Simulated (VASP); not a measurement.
**Sn2Ge3: single point with PBE**

Crystal: Sn2Ge3.

```
Sn Ge
1.0
    -1.59141    1.59141   11.25296
     1.59141   -1.59141   11.25296
     1.59141    1.59141  -11.25296
Sn Ge
2 3
Direct
  0.40000 0.40000 0.00000
  0.60000 0.60000 0.00000
  0.00000 0.00000 0.00000
  0.80000 0.80000 0.00000
  0.20000 0.20000 0.00000
```

```yaml
Program: VASP 6.6.1
Task: single point
Functional: PBE
Potentials_or_basis: VASP PAW PBE potentials, release 64 (Sn_d, Ge_d)
Cutoff: 520 eV
k_mesh: 8 × 8 × 8
Occupations: gaussian, width 0.1 eV
Spin: no spin polarisation
```

```yaml
Pressure: 0.6 GPa
Largest_force: 0.506 eV/Å
Band_gap_on_the_k_mesh: zero (bands 35 and 36 overlap by 4.76 eV)
```

Forces on the atoms (eV/Å):
```
Sn   0.000  0.000 -0.029
Sn   0.000  0.000  0.029
Ge   0.000  0.000  0.000
Ge   0.000  0.000 -0.506
Ge   0.000  0.000  0.506
```

Stress tensor (GPa, compression positive):
```
0.82 0.00 0.00
0.00 0.82 0.00
0.00 0.00 0.15
```

Levels at points of the mesh, in eV from the Fermi level:
```csv
k point,band 33,band 34,band 35,band 36,band 37,band 38
"(0.00, 0.00, 0.00)",2.49,2.49,2.52,2.52,4.53,4.54
"(0.50, 0.00, 0.00)",-3.84,-1.94,-1.58,1.08,1.23,4.13
"(0.50, 0.50, 0.00)",-3.48,-2.66,-2.53,-1.13,-0.98,-0.23
"(0.50, 0.50, 0.50)",1.82,2.20,2.20,3.21,3.21,3.67
```

It took 68 min on 1 thread of Intel(R) Xeon(R) Platinum 8259CL CPU @ 2.50GHz (Skylake/Cascade Lake), on a shared host, peak memory 1.4 GiB.

Caveat: spin-orbit coupling is left out, which moves the levels of the heavy elements.
